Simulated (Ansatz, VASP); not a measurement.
TlBr: VASP beside Ansatz

```xyz
2
Lattice="3.9800 0.0000 0.0000 0.0000 3.9800 0.0000 0.0000 0.0000 3.9800" Properties=species:S:1:pos:R:3 pbc="T T T"
Tl    0.0000    0.0000    0.0000
Br    1.9900    1.9900    1.9900
```

Alike in both runs: task relaxation of the atoms; functional PBE; k mesh 7 × 7 × 7; occupations fermi-dirac, width 0.02 eV; no spin polarisation.

```csv
,VASP,Ansatz
version,VASP 6.6.1,Ansatz 0.2.0
potentials or method,"VASP PAW PBE potentials, release 64 (Tl_d, Br)","plane-wave PAW, scalar-relativistic"
plane-wave cutoff (eV),450,420
valence electrons in the cell,20,20
```

Ansatz gave:

| Property | Result |
| --- | --- |
| gap on the k mesh at the Fermi level, each at its own relaxed structure (eV) | 2.29 |

Q: Which values does VASP return?

A: gap on the k mesh at the Fermi level, each at its own relaxed structure (eV): 2.30.

Ansatz's warnings: stress scf threshold loose.

Spin-orbit coupling is off throughout. Noted on VASP's run: the relaxation stopped at its first step, so nothing moved.
